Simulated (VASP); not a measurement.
# Sb in VASP: further runs

The runs below take Sb through single point, with PBE.

Program: VASP 6.6.1. These are calculated values, not measurements. Logs are shortened: lines on timing, memory, paths and dates and some standing lists are left out, and cuts for length are marked.

### Step 1. The cell of the first run

It takes space group I4/mmm (No. 139, tetragonal). Conventional cell: a = 3.260 Å, b = 3.260 Å, c = 4.564 Å, α = 90.00°, β = 90.00°, γ = 90.00°. Within 4.3 Å of Sb (site symmetry 4/mmm) lie 12 Sb at 3.24 to 3.26 Å.

### Step 2. Single point, PBE (zz strain of -1 %)

File INCAR:

```
PREC     = Accurate       # precision mode
ENCUT    = 520            # plane-wave cutoff, eV
EDIFF    = 1E-6           # SCF threshold, eV
ISMEAR   = -1             # smearing method
SIGMA    = 0.05           # smearing width, eV
LREAL    = F              # projectors in reciprocal space
LASPH    = T              # aspherical terms in the spheres
NELM     = 100            # most SCF steps
ALGO     = Normal         # electronic algorithm
ISIF     = 2              # what is computed and relaxed
LWAVE    = F              # write WAVECAR
LCHARG   = F              # write CHGCAR
GGA      = PE             # functional
NBANDS   = 8              # bands
```

File KPOINTS:

```
regular mesh
0
Gamma
  12 12 12
```

File POSCAR:

```
Sb
1.0
    0.0000000000      2.3050000000      2.2819500000
    2.3050000000      0.0000000000      2.2819500000
    2.3050000000      2.3050000000      0.0000000000
Sb
1
Direct
    0.0000000000      0.0000000000      0.0000000000
```

Potentials or basis: VASP PAW PBE potentials, release 64 (Sb).

On the command line:

```bash
$ cat potpaw_PBE.64/Sb/POTCAR > POTCAR
$ mpirun -np 1 vasp_std > vasp.out
```

OUTCAR:

```text
PREC = Accurate
   ENCUT = 520
   EDIFF = 1E-6
   ISMEAR = -1
   LREAL = F
   LASPH = T
   NELM = 100
   ISIF = 2
   GGA = PE

 ion  position               nearest neighbor table
   1  0.000  0.000  0.000-

  LATTYP: Found a body centered tetragonal cell.
 ALAT       =     3.2597622613
 C/A-ratio  =     1.4000714267

  Lattice vectors:

 A1 = (   0.0000000000,  -2.3050000000,  -2.2819500000)
 A2 = (   0.0000000000,   2.3050000000,  -2.2819500000)
 A3 = (   2.3050000000,   0.0000000000,   2.2819500000)

Analysis of symmetry for initial positions (statically):
=====================================================================
 Subroutine PRICEL returns:
 Original cell was already a primitive cell.

 Routine SETGRP: Setting up the symmetry group for a
 body centered tetragonal supercell.

 Subroutine GETGRP returns: Found 16 space group operations
 (whereof 16 operations were pure point group operations)
 out of a pool of 16 trial point group operations.

The static configuration has the point symmetry D_4h.

Analysis of symmetry for dynamics (positions and initial velocities):
=====================================================================
 Subroutine PRICEL returns:
 Original cell was already a primitive cell.

 Routine SETGRP: Setting up the symmetry group for a
 body centered tetragonal supercell.

 Subroutine GETGRP returns: Found 16 space group operations
 (whereof 16 operations were pure point group operations)
 out of a pool of 16 trial point group operations.

The dynamic configuration has the point symmetry D_4h.

 Subroutine INISYM returns: Found 16 space group operations
 (whereof 16 operations are pure point group operations),
 and found     1 'primitive' translations

----------------------------------------------------------------------------------------

                                     Primitive cell

  volume of cell :      24.2481

  direct lattice vectors                    reciprocal lattice vectors
     0.000000000  2.305000000  2.281950000    -0.216919740  0.216919740  0.219110848
     2.305000000  0.000000000  2.281950000     0.216919740 -0.216919740  0.219110848
     2.305000000  2.305000000  0.000000000     0.216919740  0.216919740 -0.219110848

  length of vectors
     3.243504401  3.243504401  3.259762261     0.376985292  0.376985292  0.376985292

  position of ions in fractional coordinates (direct lattice)
     0.000000000  0.000000000  0.000000000

  ion indices of the primitive-cell ions
   primitive index   ion index
                 1           1

----------------------------------------------------------------------------------------

 KPOINTS: regular mesh

Automatic generation of k-mesh.
 Grid dimensions read from file:
 generate k-points for:   12   12   12

 Generating k-lattice:

  Cartesian coordinates                     Fractional coordinates (reciprocal lattice)
    -0.018076645  0.018076645  0.018259237     0.083333333  0.000000000  0.000000000
     0.018076645 -0.018076645  0.018259237     0.000000000  0.083333333  0.000000000
     0.018076645  0.018076645 -0.018259237     0.000000000  0.000000000  0.083333333

  Length of vectors
     0.031415441  0.031415441  0.031415441

  Shift w.r.t. Gamma in fractional coordinates (k-lattice)
     0.000000000  0.000000000  0.000000000

 Subroutine IBZKPT returns following result:
 ===========================================

 Found    163 irreducible k-points:

 Following reciprocal coordinates:
            Coordinates               Weight
  0.000000  0.000000  0.000000      1.000000
  0.083333  0.000000  0.000000      8.000000
  0.166667  0.000000  0.000000      8.000000
  0.250000 -0.000000  0.000000      8.000000
  0.333333  0.000000  0.000000      8.000000
  0.416667  0.000000  0.000000      8.000000
[... 16 lines left out ...]
  0.500000  0.166667  0.000000      8.000000
 -0.416667  0.166667  0.000000      8.000000
 [... further k-points ...]
   k-points           NKPTS =    163   k-points in BZ     NKDIM =    163   number of bands    NBANDS=      8
   number of dos      NEDOS =    301   number of ions     NIONS =      1
   total plane-waves  NPLWV =  13824
   dimension x,y,z NGX =    24 NGY =   24 NGZ =   24
   dimension x,y,z NGXF=    48 NGYF=   48 NGZF=   48
   ions per type =               1
   NGX,Y,Z   is equivalent  to a cutoff of  12.30, 12.30, 12.24 a.u.
   NGXF,Y,Z  is equivalent  to a cutoff of  24.60, 24.60, 24.48 a.u.
 SYSTEM =  unknown system
   PREC   = accura    normal or accurate (medium, high low for compatibility)
   ISTART =      0    job   : 0-new  1-cont  2-samecut
   ICHARG =      2    charge: 1-file 2-atom 10-const
   ISPIN  =      1    spin polarized calculation?
   LNONCOLLINEAR =      F non collinear calculations
   LSORBIT =      F    spin-orbit coupling
   LASPH  =      T    aspherical Exc in radial PAW
   ENCUT  =  520.0 eV  38.22 Ry    6.18 a.u.   6.03  6.03  6.06*2*pi/ulx,y,z
   NELM   =    100;   NELMIN=  2; NELMDL= -5     # of ELM steps
   EDIFF  = 0.1E-05   stopping-criterion for ELM
   LREAL  =      F    real-space projection
   EDIFFG = 0.1E-04   stopping-criterion for IOM
   NSW    =      0    number of steps for IOM
   IBRION =     -1    ionic relax: 0-MD 1-quasi-New 2-CG
   NFREE  =      0    steps in history (QN), initial steepest desc. (CG)
   ISIF   =      2    stress and relaxation
   ISYM   =      2    0-nonsym 1-usesym 2-fastsym
   POTIM  = 0.5000    time-step for ionic-motion
   TEBEG  =    0.0;   TEEND  =   0.0 temperature during run
   PSTRESS=    0.0 pullay stress
   NELECT =       5.0000    total number of electrons
   NUPDOWN=      -1.0000    fix difference up-down
   EMIN   =  10.00;   EMAX   =-10.00  energy-range for DOS
   EFERMI =   0.00;   METHOD = LEGACY
   ISMEAR =    -1;   SIGMA  =   0.05  broadening in eV -4-tet -1-fermi 0-gaus
   EFERMI_NEDOS =   21; number of points for ismear=-14 and -15
   IALGO  =     38    algorithm
   IMIX   =      4    mixing-type and parameters
     AMIX     =   0.40;   BMIX     =  1.00
     AMIX_MAG =   1.60;   BMIX_MAG =  1.00
  volume/ion in A,a.u.               =      24.25       163.63
  Fermi-wavevector in a.u.,A,eV,Ry     =   0.967176  1.827698 12.727290  0.935429
  Thomas-Fermi vector in A             =   2.097040
   LORBIT       =      0    0 simple, 1 ext, 2 COOP (PROOUT), +10 PAW based schemes
   GGA     = PE    functional components
   LHFCALC =     F    Hartree Fock is set to
   AEXX    =    0.0000 exact exchange contribution
   IVDW    =     0    specifies the selected vdW correction
   LEPSILON=     F    determine dielectric tensor
   LRPA    =     F    only Hartree local field effects (RPA)
 non-spin polarized calculation
  energy-cutoff  :      520.00
  volume of cell :       24.25
 maximum number of plane-waves:       672
   NGX = 13   NGY = 13   NGZ = 13

 number of electron       4.9999999 magnetization

 Free energy of the ion-electron system (eV)
  ---------------------------------------------------
  ext. energy  EPLUGINS =         0.00000000
  ---------------------------------------------------
  free energy    TOTEN  =        -3.73625863 eV

  energy without entropy =       -3.73006191  energy(sigma->0) =       -3.73316027

 E-fermi :  10.0285     XC(G=0): -10.6989

 val. band max:       10.0162305498   @ k =   0.5000   0.0833   0.2500
 cond. band min:      10.0525480074   @ k =  -0.1667   0.0000   0.1667
 fundamental gap:      0.0363174576
 Fermi energy:        10.0285450784

 k-point     1 :       0.0000    0.0000    0.0000
  band No.  band energies     occupation
      1      -3.8371      2.00000
      2      16.0810      0.00000
      3      16.0927      0.00000
      4      16.0927      0.00000
      5      20.1753      0.00000
      6      20.2451      0.00000
      7      20.2451      0.00000
      8      20.3087      0.00000

 k-point     2 :       0.0833    0.0000    0.0000
  band No.  band energies     occupation
      1      -3.6854      2.00000
      2      14.6179      0.00000
      3      15.8568      0.00000
      4      15.8707      0.00000
      5      19.1937      0.00000
      6      20.6019      0.00000
      7      20.6354      0.00000
      8      22.2490      0.00000

 k-point     3 :       0.1667    0.0000    0.0000
  band No.  band energies     occupation
      1      -3.2315      2.00000
      2      11.9220      0.00000
      3      15.3457      0.00000
      4      15.4033      0.00000
      5      18.7903      0.00000
      6      21.1590      0.00000
      7      21.2513      0.00000
      8      22.7360      0.00000

 k-point     4 :       0.2500   -0.0000    0.0000
  band No.  band energies     occupation
      1      -2.4813      2.00000
      2       9.1756      2.00000
      3      14.8160      0.00000
      4      14.9191      0.00000
      5      18.5816      0.00000
      6      20.6337      0.00000
      7      20.8151      0.00000
      8      21.9068      0.00000

 k-point     5 :       0.3333    0.0000    0.0000
  band No.  band energies     occupation
      1      -1.4564      2.00000
      2       6.6537      2.00000
      3      14.3906      0.00000
      4      14.5327      0.00000
      5      18.5483      0.00000
      6      19.8953      0.00000
      7      20.0678      0.00000
      8      20.8198      0.00000
[... 177 lines left out ...]
 k-point    22 :       0.4167    0.1667    0.0000
  band No.  band energies     occupation
      1      -0.5140      2.00000
      2       6.3171      2.00000
      3      11.9215      0.00000
      4      12.4471      0.00000
      5      16.4281      0.00000
      6      20.7904      0.00000
      7      22.0815      0.00000
      8      23.0357      0.00000

 k-point    23 :       0.5000    0.1667    0.0000
  band No.  band energies     occupation
      1       0.6504      2.00000
      2       4.4837      2.00000
      3      11.1872      0.00000
      4      12.6098      0.00000
      5      16.4383      0.00000
      6      21.4163      0.00000
      7      21.5961      0.00000
      8      23.7467      0.00000

 k-point    24 :      -0.4167    0.1667    0.0000
  band No.  band energies     occupation
      1       0.8933      2.00000
      2       4.1622      2.00000
      3      10.6646      0.00001
      4      13.0597      0.00000
      5      16.7634      0.00000
      6      20.9735      0.00000
      7      21.3601      0.00000
      8      24.6174      0.00000

 [... further k-points ...]
[... 5 lines left out ...]
  --------------------------------------------------------------------------------------
  -------------------------------------------------------------------------------------
  Total        1.4433552      1.4433552      1.4562343      0.0000000     -0.0000000      0.0000000
  in kB       95.3686915     95.3686915     96.2196682      0.0000000     -0.0000000      0.0000000
  external PRESSURE =      95.6523504 kB  Pullay stress =       0.0000000 kB

 VOLUME and BASIS-vectors are now :
 -----------------------------------------------------------------------------
  energy-cutoff  :      520.00
  volume of cell :       24.25
      direct lattice vectors                 reciprocal lattice vectors
     0.000000000  2.305000000  2.281950000    -0.216919740  0.216919740  0.219110848
     2.305000000  0.000000000  2.281950000     0.216919740 -0.216919740  0.219110848
     2.305000000  2.305000000  0.000000000     0.216919740  0.216919740 -0.219110848

 POSITION                                       TOTAL-FORCE (eV/Angst)
 -----------------------------------------------------------------------------------
      0.00000      0.00000      0.00000        -0.000000      0.000000      0.000000
 -----------------------------------------------------------------------------------
    total drift:                                0.000000     -0.000000      0.000000

  FREE ENERGIE OF THE ION-ELECTRON SYSTEM (eV)
  ---------------------------------------------------
  free  energy   TOTEN  =        -3.7362586257 eV

  energy  without entropy=       -3.7300619113  energy(sigma->0) =       -3.73316027
```

It took 8.6 s on 1 thread of Intel Xeon Platinum 8488C (Sapphire Rapids), shared host; peak memory 0.15 GiB.

Results:

| Property | Result |
| --- | --- |
| Free energy | -3.7363 eV |
| Pressure | 9.6 GPa |

Stress tensor (GPa, compression positive):
```
9.54 0.00 0.00
0.00 9.54 0.00
0.00 0.00 9.62
```

Caveat: the cell differs from its parent crystal (zz strain of -1 %); spin-orbit coupling is left out, which moves the levels of the heavy elements.

(Continued in part 2 of 2.)
